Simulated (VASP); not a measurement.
# HfC (P3m1) in VASP: further runs

The runs below take HfC through single point, relaxation of cell and atoms, with PBE.

All numbers are computed with VASP 6.6.1; they aren't measurements. Logs are shortened: lines on timing, memory, paths and dates and some standing lists are left out, and cuts for length are marked.

**1. The cell of the first run**

Symmetry: P3m1, No. 156, trigonal system. Conventional cell: a = 2.612 Å, b = 2.612 Å, c = 6.365 Å, α = 90.00°, β = 90.00°, γ = 120.00°. Hf (site symmetry 3m) has 3 C at 2.44 Å and 6 Hf at 2.61 Å within 3.2 Å. C (site symmetry 3m) has 3 Hf at 2.44 Å and 6 C at 2.61 Å within 3.2 Å.

**2. Single point, PBE**

Input file INCAR:

```
PREC = Accurate
ENCUT = 520
EDIFF = 1E-7
ISMEAR = 0
SIGMA = 0.1
LREAL = False
LASPH = True
NELM = 60
ALGO = Normal
ISIF = 2
LWAVE = False
LCHARG = False
GGA = PE
NBANDS = 14
```

Input file KPOINTS:

```
regular mesh
0
Gamma
  6 6 4
```

Input file POSCAR:

```
HfC
1.0
    2.6120799200      0.0000000000      0.0000000000
   -1.3060399600      2.2621275700      0.0000000000
    0.0000000000      0.0000000000      6.3649441500
Hf C
1 1
Direct
    0.6666666700      0.3333333300      0.3573498200
    0.3333333300      0.6666666700      0.0552795500
```

Potentials or basis: VASP PAW PBE potentials, release 64 (Hf_pv, C).

On the command line:

```console
$ cat potpaw_PBE.64/Hf_pv/POTCAR potpaw_PBE.64/C/POTCAR > POTCAR
$ mpirun -np 1 vasp_std > vasp.out
```

OUTCAR:

```text
PREC = Accurate
   ENCUT = 520
   EDIFF = 1E-7
   ISMEAR = 0
   LREAL = False
   LASPH = True
   NELM = 60
   ISIF = 2
   GGA = PE

 ion  position               nearest neighbor table
   1  0.667  0.333  0.357-   2 2.44   2 2.44   2 2.44
   2  0.333  0.667  0.055-   1 2.44   1 2.44   1 2.44

  LATTYP: Found a hexagonal cell.
 ALAT       =     2.6120799200
 C/A-ratio  =     2.4367340759

  Lattice vectors:

 A1 = (   2.6120799200,   0.0000000000,   0.0000000000)
 A2 = (  -1.3060399600,   2.2621275700,   0.0000000000)
 A3 = (   0.0000000000,   0.0000000000,   6.3649441500)

Analysis of symmetry for initial positions (statically):
=====================================================================
 Subroutine PRICEL returns:
 Original cell was already a primitive cell.

 Routine SETGRP: Setting up the symmetry group for a
 hexagonal supercell.

 Subroutine GETGRP returns: Found  6 space group operations
 (whereof  6 operations were pure point group operations)
 out of a pool of 24 trial point group operations.

The static configuration has the point symmetry C_3v.

Analysis of symmetry for dynamics (positions and initial velocities):
=====================================================================
 Subroutine PRICEL returns:
 Original cell was already a primitive cell.

 Routine SETGRP: Setting up the symmetry group for a
 hexagonal supercell.

 Subroutine GETGRP returns: Found  6 space group operations
 (whereof  6 operations were pure point group operations)
 out of a pool of 24 trial point group operations.

The dynamic configuration has the point symmetry C_3v.

 Subroutine INISYM returns: Found  6 space group operations
 (whereof  6 operations are pure point group operations),
 and found     1 'primitive' translations

----------------------------------------------------------------------------------------

                                     Primitive cell

  volume of cell :      37.6096

  direct lattice vectors                    reciprocal lattice vectors
     2.612079920  0.000000000  0.000000000     0.382836678  0.221030859  0.000000000
    -1.306039960  2.262127570  0.000000000     0.000000000  0.442061718  0.000000000
     0.000000000  0.000000000  6.364944150     0.000000000  0.000000000  0.157110569

  length of vectors
     2.612079920  2.612079922  6.364944150     0.442061718  0.442061718  0.157110569

  position of ions in fractional coordinates (direct lattice)
     0.666666670  0.333333330  0.357349820
     0.333333330  0.666666670  0.055279550

  ion indices of the primitive-cell ions
   primitive index   ion index
                 1           1
                 2           2

----------------------------------------------------------------------------------------

 KPOINTS: regular mesh

Automatic generation of k-mesh.
 Grid dimensions read from file:
 generate k-points for:    6    6    4

 Generating k-lattice:

  Cartesian coordinates                     Fractional coordinates (reciprocal lattice)
     0.063806113  0.036838477  0.000000000     0.166666667  0.000000000  0.000000000
     0.000000000  0.073676953  0.000000000     0.000000000  0.166666667  0.000000000
     0.000000000  0.000000000  0.039277642     0.000000000  0.000000000  0.250000000

  Length of vectors
     0.073676953  0.073676953  0.039277642

  Shift w.r.t. Gamma in fractional coordinates (k-lattice)
     0.000000000  0.000000000  0.000000000

 Subroutine IBZKPT returns following result:
 ===========================================

 Found     24 irreducible k-points:

 Following reciprocal coordinates:
            Coordinates               Weight
  0.000000  0.000000  0.000000      1.000000
  0.166667  0.000000  0.000000      6.000000
  0.333333  0.000000  0.000000      6.000000
  0.500000  0.000000  0.000000      3.000000
  0.166667  0.166667  0.000000      6.000000
  0.333333  0.166667  0.000000     12.000000
[... 16 lines left out ...]
  0.333333  0.166667  0.500000     12.000000
  0.333333  0.333333  0.500000      2.000000
   k-points           NKPTS =     24   k-points in BZ     NKDIM =     24   number of bands    NBANDS=     14
   number of dos      NEDOS =    301   number of ions     NIONS =      2
   total plane-waves  NPLWV =  19200
   dimension x,y,z NGX =    20 NGY =   20 NGZ =   48
   dimension x,y,z NGXF=    40 NGYF=   40 NGZF=   96
   ions per type =               1   1
   NGX,Y,Z   is equivalent  to a cutoff of  12.73, 12.73, 12.54 a.u.
   NGXF,Y,Z  is equivalent  to a cutoff of  25.46, 25.46, 25.07 a.u.
 SYSTEM =  unknown system
   PREC   = accura    normal or accurate (medium, high low for compatibility)
   ISTART =      0    job   : 0-new  1-cont  2-samecut
   ICHARG =      2    charge: 1-file 2-atom 10-const
   ISPIN  =      1    spin polarized calculation?
   LNONCOLLINEAR =      F non collinear calculations
   LSORBIT =      F    spin-orbit coupling
   LASPH  =      T    aspherical Exc in radial PAW
   ENCUT  =  520.0 eV  38.22 Ry    6.18 a.u.   4.86  4.86 11.83*2*pi/ulx,y,z
   NELM   =     60;   NELMIN=  2; NELMDL= -5     # of ELM steps
   EDIFF  = 0.1E-06   stopping-criterion for ELM
   LREAL  =      F    real-space projection
   EDIFFG = 0.1E-05   stopping-criterion for IOM
   NSW    =      0    number of steps for IOM
   IBRION =     -1    ionic relax: 0-MD 1-quasi-New 2-CG
   NFREE  =      0    steps in history (QN), initial steepest desc. (CG)
   ISIF   =      2    stress and relaxation
   ISYM   =      2    0-nonsym 1-usesym 2-fastsym
   POTIM  = 0.5000    time-step for ionic-motion
   TEBEG  =    0.0;   TEEND  =   0.0 temperature during run
   PSTRESS=    0.0 pullay stress
   NELECT =      14.0000    total number of electrons
   NUPDOWN=      -1.0000    fix difference up-down
   EMIN   =  10.00;   EMAX   =-10.00  energy-range for DOS
   EFERMI =   0.00;   METHOD = LEGACY
   ISMEAR =     0;   SIGMA  =   0.10  broadening in eV -4-tet -1-fermi 0-gaus
   EFERMI_NEDOS =   21; number of points for ismear=-14 and -15
   IALGO  =     38    algorithm
   IMIX   =      4    mixing-type and parameters
     AMIX     =   0.40;   BMIX     =  1.00
     AMIX_MAG =   1.60;   BMIX_MAG =  1.00
  volume/ion in A,a.u.               =      18.80       126.90
  Fermi-wavevector in a.u.,A,eV,Ry     =   1.177655  2.225445 18.869534  1.386872
  Thomas-Fermi vector in A             =   2.313998
   LORBIT       =      0    0 simple, 1 ext, 2 COOP (PROOUT), +10 PAW based schemes
   GGA     = PE    functional components
   LHFCALC =     F    Hartree Fock is set to
   AEXX    =    0.0000 exact exchange contribution
   IVDW    =     0    specifies the selected vdW correction
   LEPSILON=     F    determine dielectric tensor
   LRPA    =     F    only Hartree local field effects (RPA)
 non-spin polarized calculation
 Gauss-broadening in eV      SIGMA  =   0.10
  energy-cutoff  :      520.00
  volume of cell :       37.61
 maximum number of plane-waves:      1041
   NGX =  9   NGY =  9   NGZ = 23

 number of electron      14.0000001 magnetization

 Free energy of the ion-electron system (eV)
  ---------------------------------------------------
  ext. energy  EPLUGINS =         0.00000000
  ---------------------------------------------------
  free energy    TOTEN  =       -13.12320163 eV

  energy without entropy =      -13.10547905  energy(sigma->0) =      -13.11434034

 E-fermi :   2.4896     XC(G=0):  -9.7216

 val. band max:        2.4598259205   @ k =   0.0000   0.0000   0.2500
 cond. band min:       2.5021295452   @ k =   0.0000   0.1667   0.2500
 fundamental gap:      0.0423036247
 Fermi energy:         2.4895701038

 k-point     1 :       0.0000    0.0000    0.0000
  band No.  band energies     occupation
      1     -27.9452      2.00000
      2     -26.2315      2.00000
      3     -26.2315      2.00000
      4      -9.3778      2.00000
      5      -3.0145      2.00000
      6       0.9329      2.00000
      7       2.1986      1.99996
      8       4.1419      0.00000
      9       4.1419      0.00000
     10       6.7460      0.00000
     11       6.7460      0.00000
     12      10.2289      0.00000
     13      10.2289      0.00000
     14      11.2037      0.00000

 k-point     2 :       0.1667    0.0000    0.0000
  band No.  band energies     occupation
      1     -27.7937      2.00000
      2     -27.1619      2.00000
      3     -26.4284      2.00000
      4      -8.7531      2.00000
      5      -1.5361      2.00000
      6       0.8736      2.00000
      7       2.5330      0.53865
      8       2.9672      0.00000
      9       5.1089      0.00000
     10       5.1914      0.00000
     11       6.6795      0.00000
     12       8.3225      0.00000
     13       9.9551      0.00000
     14      12.3861      0.00000

 k-point     3 :       0.3333    0.0000    0.0000
  band No.  band energies     occupation
      1     -28.7743      2.00000
      2     -27.4768      2.00000
      3     -26.8021      2.00000
      4      -7.2412      2.00000
      5      -1.3502      2.00000
      6       0.0279      2.00000
      7       1.8922      2.00000
      8       3.1843      0.00000
      9       4.6271      0.00000
     10       6.4361      0.00000
     11       7.8803      0.00000
     12       9.1681      0.00000
     13      10.4263      0.00000
     14      12.3504      0.00000

 k-point     4 :       0.5000    0.0000    0.0000
  band No.  band energies     occupation
      1     -29.4908      2.00000
      2     -27.3116      2.00000
      3     -26.9798      2.00000
      4      -6.0641      2.00000
      5      -2.3528      2.00000
      6      -0.9578      2.00000
      7       1.0326      2.00000
      8       4.2177      0.00000
      9       4.5546      0.00000
     10       6.9440      0.00000
     11       8.9270      0.00000
     12      10.2475      0.00000
     13      12.5585      0.00000
     14      13.9246      0.00000

 k-point     5 :       0.1667    0.1667    0.0000
  band No.  band energies     occupation
      1     -28.2373      2.00000
      2     -27.5578      2.00000
      3     -26.9093      2.00000
      4      -7.6762      2.00000
      5       0.1695      2.00000
      6       0.7876      2.00000
      7       1.4667      2.00000
      8       2.8495      0.00000
      9       3.8410      0.00000
     10       4.8790      0.00000
     11       7.7979      0.00000
[... 276 lines left out ...]
 k-point    22 :       0.1667    0.1667    0.5000
  band No.  band energies     occupation
      1     -28.2373      2.00000
      2     -27.5579      2.00000
      3     -26.9093      2.00000
      4      -7.6651      2.00000
      5       0.1135      2.00000
      6       0.7352      2.00000
      7       1.6675      2.00000
      8       2.7690      0.00008
      9       3.5773      0.00000
     10       4.7495      0.00000
     11       8.2149      0.00000
     12       9.0689      0.00000
     13      10.2351      0.00000
     14      12.1571      0.00000

 k-point    23 :       0.3333    0.1667    0.5000
  band No.  band energies     occupation
      1     -29.1170      2.00000
      2     -27.4798      2.00000
      3     -27.3131      2.00000
      4      -6.1160      2.00000
      5      -1.1179      2.00000
      6       0.4426      2.00000
      7       1.5020      2.00000
      8       2.5388      0.48649
      9       3.7911      0.00000
     10       6.5701      0.00000
     11       6.9995      0.00000
     12       9.0677      0.00000
     13      12.9908      0.00000
     14      15.0329      0.00000

 k-point    24 :       0.3333    0.3333    0.5000
  band No.  band energies     occupation
      1     -28.5872      2.00000
      2     -28.5733      2.00000
      3     -27.2306      2.00000
      4      -5.3338      2.00000
      5      -0.6498      2.00000
      6       0.2497      2.00000
      7       1.8330      2.00000
      8       3.1741      0.00000
      9       3.2506      0.00000
     10       5.2313      0.00000
     11       7.7087      0.00000
     12       8.0810      0.00000
     13      13.6472      0.00000
     14      13.8056      0.00000

------------------------ aborting loop because EDIFF is reached ----------------------------------------

  FORCE on cell =-STRESS in cart. coord.  units (eV):
  Direction    XX          YY          ZZ          XY          YZ          ZX
  --------------------------------------------------------------------------------------
  -------------------------------------------------------------------------------------
  Total        6.5186907      6.5186907     -2.0629296      0.0000000      0.0000000     -0.0000000
  in kB      277.6980330    277.6980336    -87.8813749      0.0000000      0.0000000     -0.0000000
  external PRESSURE =     155.8382306 kB  Pullay stress =       0.0000000 kB

 VOLUME and BASIS-vectors are now :
 -----------------------------------------------------------------------------
  energy-cutoff  :      520.00
  volume of cell :       37.61
      direct lattice vectors                 reciprocal lattice vectors
     2.612079920  0.000000000  0.000000000     0.382836678  0.221030859  0.000000000
    -1.306039960  2.262127570  0.000000000     0.000000000  0.442061718  0.000000000
     0.000000000  0.000000000  6.364944150     0.000000000  0.000000000  0.157110569

 POSITION                                       TOTAL-FORCE (eV/Angst)
 -----------------------------------------------------------------------------------
      1.30604      0.75404      2.27451        -0.000000     -0.000000     -0.652753
     -0.00000      1.50809      0.35185         0.000000      0.000000      0.652753
 -----------------------------------------------------------------------------------
    total drift:                                0.000001     -0.000001      0.000226

  FREE ENERGIE OF THE ION-ELECTRON SYSTEM (eV)
  ---------------------------------------------------
  free  energy   TOTEN  =       -13.1232016289 eV

  energy  without entropy=      -13.1054790482  energy(sigma->0) =      -13.11434034
```

It took 8.5 s on 1 thread of Intel Xeon Platinum 8488C (Sapphire Rapids), shared host; peak memory 0.15 GiB.

Results:

```
Free energy            : -13.1232 eV
Pressure               : 15.6 GPa
Largest force          : 0.653 eV/Å
Band gap on the k mesh : zero (band 7 reaches 2.71 eV, above the bottom of band 8 at 2.53 eV)
```

Forces in eV/Å, atoms in the order of the input:
```
Hf   0.000  0.000 -0.653
C    0.000  0.000  0.653
```

Stress tensor (GPa, compression positive):
```
27.77  0.00  0.00
 0.00 27.77  0.00
 0.00  0.00 -8.79
```

Levels at points of the mesh, in eV from the Fermi level:
| k point | band 3 | band 4 | band 5 | band 6 | band 7 | band 8 | band 9 | band 10 | band 11 | band 12 |
| --- | --- | --- | --- | --- | --- | --- | --- | --- | --- | --- |
| (0.00, 0.00, 0.00) | -28.72 | -11.87 | -5.50 | -1.56 | -0.29 | 1.65 | 1.65 | 4.26 | 4.26 | 7.74 |
| (0.50, 0.00, 0.00) | -29.47 | -8.55 | -4.84 | -3.45 | -1.46 | 1.73 | 2.07 | 4.45 | 6.44 | 7.76 |
| (0.00, 0.00, 0.50) | -28.72 | -11.84 | -5.69 | -1.65 | 0.22 | 1.65 | 1.65 | 4.25 | 4.25 | 7.74 |
| (0.50, 0.00, 0.50) | -29.47 | -8.56 | -4.83 | -3.45 | -1.26 | 1.71 | 1.72 | 4.13 | 6.47 | 8.15 |

Caveat: the k points lie up to 0.46 Å⁻¹ apart; spin-orbit coupling is left out, which moves the levels of the heavy elements.

**3. Relaxation of cell and atoms, PBE**

Input file INCAR:

```
PREC     = Accurate       # precision mode
ENCUT    = 600            # plane-wave cutoff, eV
EDIFF    = 1E-7           # SCF threshold, eV
ISMEAR   = 0              # smearing method
SIGMA    = 0.1            # smearing width, eV
LREAL    = F              # projectors in reciprocal space
LASPH    = T              # aspherical terms in the spheres
NELM     = 60             # most SCF steps
ALGO     = Normal         # electronic algorithm
ISIF     = 3              # what is computed and relaxed
LWAVE    = F              # write WAVECAR
LCHARG   = F              # write CHGCAR
GGA      = PE             # functional
IBRION   = 2              # ionic algorithm
NSW      = 90             # ionic steps
EDIFFG   = -0.04          # ionic threshold
```

KPOINTS is that of step 2.

POSCAR is that of step 2.

Potentials or basis: VASP PAW PBE potentials, release 64 (Hf_pv, C).

On the command line:

```console
$ cat potpaw_PBE.64/Hf_pv/POTCAR potpaw_PBE.64/C/POTCAR > POTCAR
$ mpirun -np 1 vasp_std > vasp.out
```

Wall time 3.5 min (1 thread of Intel Xeon Platinum 8488C (Sapphire Rapids), shared host); peak memory 0.2 GiB.

It converged, with:

```
Free energy                            : -19.5150 eV
Relaxed volume                         : 13.21 Å³/atom
Relaxed cell                           : a = 3.249 Å, b = 3.249 Å, c = 2.890 Å, α = 90.00°, β = 90.00°, γ = 120.00°
Space group after relaxing (to 0.05 Å) : P3m1 (No. 156)
Energy gained by relaxing              : 3195.7 meV/atom
Ionic steps                            : 26
Pressure after relaxing                : -0.2 GPa
Largest force after relaxing           : 0.007 eV/Å
Band gap on the k mesh                 : 0.22 eV, indirect (least direct gap 0.31 eV)
```

Forces in eV/Å, atoms in the order of the input:
```
Hf   0.000  0.000  0.007
C    0.000  0.000 -0.007
```

Stress tensor (GPa, compression positive):
```
-0.20  0.00  0.00
 0.00 -0.20  0.00
 0.00  0.00 -0.30
```

The path:
| step | energy change (eV) | largest force (eV/Å) | pressure (GPa) | volume (Å³) |
| --- | --- | --- | --- | --- |
| 1 | 0.0000 | 0.6534 | 15.56 | 37.61 |
| 2 | -1.0560 | 2.5334 | -8.21 | 47.84 |
| 3 | -1.0851 | 2.7402 | -9.80 | 49.21 |
| 4 | -2.7855 | 4.2852 | -11.63 | 48.18 |
| 5 | -4.6997 | 0.9861 | -13.86 | 44.23 |
| 6 | -4.8581 | 0.1456 | -14.26 | 42.88 |
| 7 | -4.8078 | 3.5555 | 22.44 | 32.67 |
| 8 | -5.1278 | 1.4348 | -0.91 | 37.56 |
| 9 | -5.4084 | 1.7216 | -0.34 | 34.59 |
| 10 | -5.6718 | 2.7124 | 22.85 | 26.08 |
| 11 | -5.7501 | 2.4866 | 8.82 | 29.49 |
| 12 | -5.7770 | 2.6254 | 13.59 | 28.01 |
| 13 | -5.9023 | 2.1813 | 10.33 | 27.75 |
| 14 | -6.0227 | 1.3043 | 5.86 | 27.11 |
| 15 | -6.1401 | 0.9430 | 2.09 | 27.42 |
| 16 | -6.2976 | 0.1069 | -7.90 | 28.31 |
| 17 | -6.2994 | 0.0561 | -8.75 | 28.39 |
| 18 | -6.3493 | 0.2065 | -4.24 | 27.57 |
| 19 | -6.3705 | 0.3457 | 1.36 | 26.67 |
| 20 | -6.3753 | 0.2852 | 0.83 | 26.66 |
| 21 | -6.3824 | 0.2060 | -0.50 | 26.63 |
| 22 | -6.3624 | 0.0956 | -2.20 | 26.55 |
| 23 | -6.3831 | 0.1405 | -0.87 | 26.62 |
| 24 | -6.3882 | 0.0624 | -0.21 | 26.46 |
| 25 | -6.3903 | 0.0087 | 0.69 | 26.28 |
| 26 | -6.3914 | 0.0072 | -0.24 | 26.42 |

Final structure:
```
Hf C
1.0
     3.24900    0.00000    0.00000
    -1.62450    2.81371    0.00000
     0.00000    0.00000    2.89029
Hf C
1 1
Direct
  0.66667 0.33333 0.43516
  0.33333 0.66667 0.97747
```

Levels at points of the mesh, in eV from the valence-band top:
| k point | band 4 | band 5 | band 6 | band 7 | band 8 | band 9 | band 10 | band 11 |
| --- | --- | --- | --- | --- | --- | --- | --- | --- |
| (0.00, 0.00, 0.00) | -11.84 | -1.63 | -1.63 | -1.25 | 2.07 | 4.85 | 6.17 | 6.17 |
| (0.50, 0.00, 0.00) | -9.39 | -4.79 | -0.91 | -0.08 | 0.22 | 5.65 | 5.70 | 6.29 |
| (0.00, 0.00, 0.50) | -8.43 | -5.90 | -0.54 | -0.54 | 2.24 | 2.24 | 5.41 | 5.41 |
| (0.50, 0.00, 0.50) | -9.08 | -3.92 | -2.27 | -2.17 | 1.83 | 6.44 | 7.02 | 7.91 |

Caveat: the k points lie up to 0.54 Å⁻¹ apart in the final cell; the volume moved by over 15 % at a fixed basis, so the end points are rough; spin-orbit coupling is left out, which moves the levels of the heavy elements. A k mesh can miss the band edges.
